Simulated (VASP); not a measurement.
Input of a VASP 6.6.1 run:

The input INCAR:

```
ALGO = Normal
EDIFF = 1E-6
ENCUT = 600
GGA = PE
GGA_COMPAT = F
ISIF = 2
ISMEAR = -1
LASPH = T
LCHARG = F
LREAL = F
LWAVE = F
NBANDS = 17
NELM = 120
PREC = Accurate
SIGMA = 0.1
```

File KPOINTS:

```
k-points
0
Gamma
  6 12 12
```

Contents of POSCAR:

```
Ni
1.0
    0.0000000000      3.5439000000      3.5439000000
    1.7719500000      0.0000000000      1.7719500000
    1.7719500000      1.7719500000      0.0000000000
Ni
2
Direct
    0.0000000000      0.0000000000      0.0000000000
    0.5000000000      0.0000000000      0.0000000000
```

Potentials or basis: VASP PAW PBE potentials, release 64 (Ni).

The run is started by

```console
$ cat potpaw_PBE.64/Ni/POTCAR > POTCAR
$ mpirun -np 1 vasp_std > vasp.out
```

Question: What does it give for the pressure?

Answer: -4.8 GPa.

Question: What does it give for the band gap on the k mesh?

Answer: Zero (band 10 reaches 9.04 eV, above the bottom of band 11 at 8.24 eV).

Caveat: the run has no spin polarisation, though such a crystal can be magnetic. Spin polarisation is off, so any magnetic state and its effect on volume and gap are missing.
